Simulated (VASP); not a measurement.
# Cs (Im-3m) in VASP: relaxation of cell and atoms with PBEsol

Aim: the relaxation of cell and atoms of Cs with PBEsol.

All numbers are computed with VASP 6.6.1; they aren't measurements. Logs are shortened: lines on timing, memory, paths and dates and some standing lists are left out, and cuts for length are marked.

### 1 The cell of the first run

The structure is cubic, space group Im-3m (No. 229). Conventional cell: a = 6.070 Å, b = 6.070 Å, c = 6.070 Å, α = 90.00°, β = 90.00°, γ = 90.00°.

### 2 Relaxation of cell and atoms, PBEsol

File INCAR:

```
SYSTEM = Cs
PREC = Accurate
ENCUT = 500
EDIFF = 1E-7
ISMEAR = 0
SIGMA = 0.05
LREAL = .FALSE.
LASPH = .TRUE.
NELM = 120
ALGO = Normal
ISIF = 3
LWAVE = .FALSE.
LCHARG = .FALSE.
GGA = PS
IBRION = 2
NSW = 80
EDIFFG = -0.01
GGA_COMPAT = .FALSE.
NELMIN = 4
```

File KPOINTS:

```
regular mesh
0
G
  5 5 5
  0 0 0
```

File POSCAR:

```
Cs
1.0
   -3.0350000000      3.0350000000      3.0350000000
    3.0350000000     -3.0350000000      3.0350000000
    3.0350000000      3.0350000000     -3.0350000000
Cs
1
Direct
    0.0000000000      0.0000000000      0.0000000000
```

Potentials or basis: VASP PAW PBE potentials, release 64 (Cs_sv).

On the command line:

```console
$ cat potpaw_PBE.64/Cs_sv/POTCAR > POTCAR
$ mpirun -np 1 vasp_std > vasp.out
```

OUTCAR:

```text
SYSTEM = Cs
   PREC = Accurate
   ENCUT = 500
   EDIFF = 1E-7
   ISMEAR = 0
   LREAL = .FALSE.
   LASPH = .TRUE.
   NELM = 120
   ISIF = 3
   GGA = PS
   IBRION = 2
   NSW = 80
   EDIFFG = -0.01
   NELMIN = 4

 ion  position               nearest neighbor table
   1  0.000  0.000  0.000-

  LATTYP: Found a body centered cubic cell.
 ALAT       =     6.0700000000

  Lattice vectors:

 A1 = (  -3.0350000000,   3.0350000000,   3.0350000000)
 A2 = (   3.0350000000,  -3.0350000000,   3.0350000000)
 A3 = (   3.0350000000,   3.0350000000,  -3.0350000000)

Analysis of symmetry for initial positions (statically):
=====================================================================
 Subroutine PRICEL returns:
 Original cell was already a primitive cell.

 Routine SETGRP: Setting up the symmetry group for a
 body centered cubic supercell.

 Subroutine GETGRP returns: Found 48 space group operations
 (whereof 48 operations were pure point group operations)
 out of a pool of 48 trial point group operations.

The static configuration has the point symmetry O_h .

Analysis of symmetry for dynamics (positions and initial velocities):
=====================================================================
 Subroutine PRICEL returns:
 Original cell was already a primitive cell.

 Routine SETGRP: Setting up the symmetry group for a
 body centered cubic supercell.

 Subroutine GETGRP returns: Found 48 space group operations
 (whereof 48 operations were pure point group operations)
 out of a pool of 48 trial point group operations.

The dynamic configuration has the point symmetry O_h .

 Subroutine INISYM returns: Found 48 space group operations
 (whereof 48 operations are pure point group operations),
 and found     1 'primitive' translations

----------------------------------------------------------------------------------------

                                     Primitive cell

  volume of cell :     111.8243

  direct lattice vectors                    reciprocal lattice vectors
    -3.035000000  3.035000000  3.035000000     0.000000000  0.164744646  0.164744646
     3.035000000 -3.035000000  3.035000000     0.164744646  0.000000000  0.164744646
     3.035000000  3.035000000 -3.035000000     0.164744646  0.164744646  0.000000000

  length of vectors
     5.256774201  5.256774201  5.256774201     0.232984112  0.232984112  0.232984112

  position of ions in fractional coordinates (direct lattice)
     0.000000000  0.000000000  0.000000000

  ion indices of the primitive-cell ions
   primitive index   ion index
                 1           1

----------------------------------------------------------------------------------------

 KPOINTS: regular mesh

Automatic generation of k-mesh.
 Grid dimensions read from file:
 generate k-points for:    5    5    5

 Generating k-lattice:

  Cartesian coordinates                     Fractional coordinates (reciprocal lattice)
     0.000000000  0.032948929  0.032948929     0.200000000  0.000000000  0.000000000
     0.032948929  0.000000000  0.032948929     0.000000000  0.200000000  0.000000000
     0.032948929  0.032948929  0.000000000     0.000000000  0.000000000  0.200000000

  Length of vectors
     0.046596822  0.046596822  0.046596822

  Shift w.r.t. Gamma in fractional coordinates (k-lattice)
     0.000000000  0.000000000  0.000000000

 Subroutine IBZKPT returns following result:
 ===========================================

 Found     10 irreducible k-points:

 Following reciprocal coordinates:
            Coordinates               Weight
  0.000000  0.000000  0.000000      1.000000
  0.200000  0.000000  0.000000     12.000000
  0.400000  0.000000  0.000000     12.000000
  0.200000  0.200000  0.000000     24.000000
  0.400000  0.200000  0.000000     24.000000
  0.200000  0.200000  0.200000      8.000000
 -0.200000  0.200000  0.200000      6.000000
 -0.400000  0.400000  0.200000     24.000000
 -0.400000 -0.400000  0.200000      8.000000
 -0.400000  0.400000  0.400000      6.000000
   k-points           NKPTS =     10   k-points in BZ     NKDIM =     10   number of bands    NBANDS=      8
   number of dos      NEDOS =    301   number of ions     NIONS =      1
   total plane-waves  NPLWV =  64000
   dimension x,y,z NGX =    40 NGY =   40 NGZ =   40
   dimension x,y,z NGXF=    80 NGYF=   80 NGZF=   80
   ions per type =               1
   NGX,Y,Z   is equivalent  to a cutoff of  12.65, 12.65, 12.65 a.u.
   NGXF,Y,Z  is equivalent  to a cutoff of  25.30, 25.30, 25.30 a.u.
 SYSTEM =  Cs
   PREC   = accura    normal or accurate (medium, high low for compatibility)
   ISTART =      0    job   : 0-new  1-cont  2-samecut
   ICHARG =      2    charge: 1-file 2-atom 10-const
   ISPIN  =      1    spin polarized calculation?
   LNONCOLLINEAR =      F non collinear calculations
   LSORBIT =      F    spin-orbit coupling
   LASPH  =      T    aspherical Exc in radial PAW
   ENCUT  =  500.0 eV  36.75 Ry    6.06 a.u.   9.58  9.58  9.58*2*pi/ulx,y,z
   NELM   =    120;   NELMIN=  4; NELMDL= -5     # of ELM steps
   EDIFF  = 0.1E-06   stopping-criterion for ELM
   LREAL  =      F    real-space projection
   EDIFFG = -.1E-01   stopping-criterion for IOM
   NSW    =     80    number of steps for IOM
   IBRION =      2    ionic relax: 0-MD 1-quasi-New 2-CG
   NFREE  =      1    steps in history (QN), initial steepest desc. (CG)
   ISIF   =      3    stress and relaxation
   ISYM   =      2    0-nonsym 1-usesym 2-fastsym
   POTIM  = 0.5000    time-step for ionic-motion
   TEBEG  =    0.0;   TEEND  =   0.0 temperature during run
   PSTRESS=    0.0 pullay stress
   NELECT =       9.0000    total number of electrons
   NUPDOWN=      -1.0000    fix difference up-down
   EMIN   =  10.00;   EMAX   =-10.00  energy-range for DOS
   EFERMI =   0.00;   METHOD = LEGACY
   ISMEAR =     0;   SIGMA  =   0.05  broadening in eV -4-tet -1-fermi 0-gaus
   EFERMI_NEDOS =   21; number of points for ismear=-14 and -15
   IALGO  =     38    algorithm
   IMIX   =      4    mixing-type and parameters
     AMIX     =   0.40;   BMIX     =  1.00
     AMIX_MAG =   1.60;   BMIX_MAG =  1.00
  volume/ion in A,a.u.               =     111.82       754.63
  Fermi-wavevector in a.u.,A,eV,Ry     =   0.706822  1.335701  6.797442  0.499598
  Thomas-Fermi vector in A             =   1.792706
   LORBIT       =      0    0 simple, 1 ext, 2 COOP (PROOUT), +10 PAW based schemes
   GGA     = PS    functional components
   LHFCALC =     F    Hartree Fock is set to
   AEXX    =    0.0000 exact exchange contribution
   IVDW    =     0    specifies the selected vdW correction
   LEPSILON=     F    determine dielectric tensor
   LRPA    =     F    only Hartree local field effects (RPA)
 conjugate gradient relaxation of ions
 non-spin polarized calculation
 Gauss-broadening in eV      SIGMA  =   0.05
  energy-cutoff  :      500.00
  volume of cell :      111.82
 maximum number of plane-waves:      2899
 NGX is ok and might be reduce to    40
   NGX = 19   NGY = 19   NGZ = 19

--------------------------------------- Ionic step        1  -------------------------------------------

 number of electron       8.9999999 magnetization

 Free energy of the ion-electron system (eV)
  ---------------------------------------------------
  ext. energy  EPLUGINS =         0.00000000
  ---------------------------------------------------
  free energy    TOTEN  =        -0.94688774 eV

  energy without entropy =       -0.94208134  energy(sigma->0) =       -0.94448454

------------------------ aborting loop because EDIFF is reached ----------------------------------------

  FORCE on cell =-STRESS in cart. coord.  units (eV):
  Direction    XX          YY          ZZ          XY          YZ          ZX
  --------------------------------------------------------------------------------------
  -------------------------------------------------------------------------------------
  Total       -0.0546353     -0.0546353     -0.0546353     -0.0000000     -0.0000000     -0.0000000
  in kB       -0.7827942     -0.7827942     -0.7827942     -0.0000000     -0.0000000     -0.0000000
  external PRESSURE =      -0.7827942 kB  Pullay stress =       0.0000000 kB

 VOLUME and BASIS-vectors are now :
 -----------------------------------------------------------------------------
  energy-cutoff  :      500.00
  volume of cell :      111.82
      direct lattice vectors                 reciprocal lattice vectors
    -3.035000000  3.035000000  3.035000000     0.000000000  0.164744646  0.164744646
     3.035000000 -3.035000000  3.035000000     0.164744646  0.000000000  0.164744646
     3.035000000  3.035000000 -3.035000000     0.164744646  0.164744646  0.000000000
[... 71 lines left out ...]
 POSITION                                       TOTAL-FORCE (eV/Angst)
 -----------------------------------------------------------------------------------
      0.00000      0.00000      0.00000        -0.000000      0.000000     -0.000000
 -----------------------------------------------------------------------------------
    total drift:                                0.000000      0.000000      0.000000

  FREE ENERGIE OF THE ION-ELECTRON SYSTEM (eV)
  ---------------------------------------------------
  free  energy   TOTEN  =        -0.9479441343 eV

  energy  without entropy=       -0.9431377410  energy(sigma->0) =       -0.94554094

--------------------------------------- Ionic step        4  -------------------------------------------

 number of electron       8.9999998 magnetization

 Free energy of the ion-electron system (eV)
  ---------------------------------------------------
  ext. energy  EPLUGINS =         0.00000000
  ---------------------------------------------------
  free energy    TOTEN  =        -0.94798808 eV

  energy without entropy =       -0.94318169  energy(sigma->0) =       -0.94558488

 E-fermi :   0.6241     XC(G=0):  -5.6583

 val. band max:        0.2691204707   @ k =   0.4000   0.0000   0.0000
 cond. band min:       0.6413520042   @ k =  -0.4000   0.4000   0.2000
 fundamental gap:      0.3722315335
 Fermi energy:         0.6240711484

 k-point     1 :       0.0000    0.0000    0.0000
  band No.  band energies     occupation
      1     -23.2635      2.00000
      2      -9.9710      2.00000
      3      -9.9710      2.00000
      4      -9.9710      2.00000
      5      -1.2098      2.00000
      6       3.0845      0.00000
      7       3.0845      0.00000
      8       3.0845      0.00000

 k-point     2 :       0.2000    0.0000    0.0000
  band No.  band energies     occupation
      1     -23.2603      2.00000
      2     -10.0332      2.00000
      3      -9.9909      2.00000
      4      -9.9711      2.00000
      5      -0.7541      2.00000
      6       2.5517      0.00000
      7       2.6857      0.00000
      8       3.5592      0.00000
[... 108 lines left out ...]
 POSITION                                       TOTAL-FORCE (eV/Angst)
 -----------------------------------------------------------------------------------
      0.00000      0.00000      0.00000        -0.000000      0.000000     -0.000000
 -----------------------------------------------------------------------------------
    total drift:                                0.000000     -0.000000     -0.000000

  FREE ENERGIE OF THE ION-ELECTRON SYSTEM (eV)
  ---------------------------------------------------
  free  energy   TOTEN  =        -0.9479880786 eV

  energy  without entropy=       -0.9431816853  energy(sigma->0) =       -0.94558488

 reached required accuracy - stopping structural energy minimisation
```

It took 27 s on 1 thread of AMD EPYC 7R43 (Zen 3), shared host; peak memory 0.2 GiB.

What came out:

| Item | Value |
| --- | --- |
| Free energy | -0.9480 eV |
| Relaxed volume | 107.38 Å³/atom |
| Relaxed cell | a = 5.186 Å, b = 5.186 Å, c = 5.186 Å, α = 109.47°, β = 109.47°, γ = 109.47° |
| Space group after relaxing (to 0.1 Å) | Im-3m (No. 229) |
| Energy gained by relaxing | 1.1 meV/atom |
| Ionic steps | 4 |
| Pressure after relaxing | 0.0 GPa |
| Band gap on the k mesh | zero (an odd number of electrons rules out a gap without spin polarisation) |

Step by step:
| step | energy change (eV) | largest force (eV/Å) | pressure (GPa) | volume (Å³) |
| --- | --- | --- | --- | --- |
| 1 | 0.0000 | 0.0000 | -0.08 | 111.82 |
| 2 | -0.0004 | 0.0000 | -0.06 | 110.94 |
| 3 | -0.0011 | 0.0000 | -0.02 | 108.32 |
| 4 | -0.0011 | 0.0000 | 0.00 | 107.38 |

Final structure:
```
Cs
1.0
    -2.99429    2.99429    2.99429
     2.99429   -2.99429    2.99429
     2.99429    2.99429   -2.99429
Cs
1
Direct
  0.00000 0.00000 0.00000
```

Caveat: the PAW data sets were made with another functional, which shifts forces and pressure a little; spin-orbit coupling is left out, which moves the levels of the heavy elements.
